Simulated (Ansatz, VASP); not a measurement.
GaN in VASP and in Ansatz

```
Ga N
1.0
     0.00000    2.13524    2.13524
     2.13524    0.00000    2.13524
     2.13524    2.13524    0.00000
Ga N
1 1
Direct
  0.00000 0.00000 0.00000
  0.50000 0.50000 0.50000
```

Alike in both runs: functional PBEsol; k mesh 8 × 8 × 8; occupations fermi-dirac, width 0.05 eV; non-collinear spin, spin-orbit coupling.

|  | VASP | Ansatz |
| --- | --- | --- |
| version | VASP 6.6.1 | Ansatz 0.2.0 |
| potentials or method | VASP PAW PBE potentials, release 64 (Ga_d, N) | Ansatz PAW |
| plane-wave cutoff (eV) | 520 | 420 |
| valence electrons in the cell | 18 | 18 |
| task | single point | band structure |

VASP gave:

- pressure (GPa): -7.2
- net moment per atom (μB): 0.00

Q: Estimate Ansatz's values.

A: Pressure (GPa): -7.7; net moment per atom (μB): 0.00.

VASP's potentials were made for PBE, not for PBEsol. With one functional, cell and mesh, what is left measures potentials, basis and numerics.
